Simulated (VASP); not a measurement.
**W4O: single point with PBE**

W4O, a slab with vacuum:

```xyz
5
Lattice="3.1837 0.0000 0.0000 0.0000 3.1837 0.0000 0.0000 0.0000 20.1426" Properties=species:S:1:pos:R:3 pbc="T T T"
W     1.5918    1.5918    4.0000
W     0.0000    0.0000    5.5918
W     1.5918    1.5918    7.2502
W     0.0000    0.0000    8.6426
O     0.7959    1.1939    9.8151
```

* Program: VASP 6.6.1
* Task: single point
* Functional: PBE
* Potentials or basis: VASP PAW PBE potentials, release 64 (W_sv, O)
* Cutoff: 520 eV
* k mesh: 8 × 8 × 1
* Occupations: gaussian, width 0.1 eV
* Spin: no spin polarisation

- Largest force: 2.366 eV/Å
- Band gap on the k mesh: zero (bands 31 and 32 overlap by 1.98 eV)

Forces in eV/Å, atoms in the order of the input:
```
W   -0.110 -0.104  2.044
W    0.188  0.138 -1.899
W   -0.679 -0.543 -2.200
W    0.897  0.199  1.862
O   -0.296  0.311  0.193
```

Levels at points of the mesh, in eV from the Fermi level:
```
           k point  band 28  band 29  band 30  band 31  band 32  band 33  band 34  band 35
(0.00, 0.00, 0.00)    -0.82    -0.65    -0.35    -0.25    -0.02     0.02     0.70     1.07
(0.50, 0.00, 0.00)    -1.33    -0.82    -0.35    -0.20     0.50     0.82     1.15     2.01
(0.00, 0.50, 0.00)    -1.84    -0.79    -0.56    -0.26     0.37     0.94     1.24     2.00
(0.50, 0.50, 0.00)    -1.16    -0.98    -0.45     1.91     2.01     2.07     2.12     2.57
```

Wall time 6.7 min on 1 thread of Intel(R) Xeon(R) Platinum 8124M CPU @ 3.00GHz (Skylake/Cascade Lake), on a shared host, peak memory 0.4 GiB.

Caveat: spin-orbit coupling is left out, which moves the levels of the heavy elements.
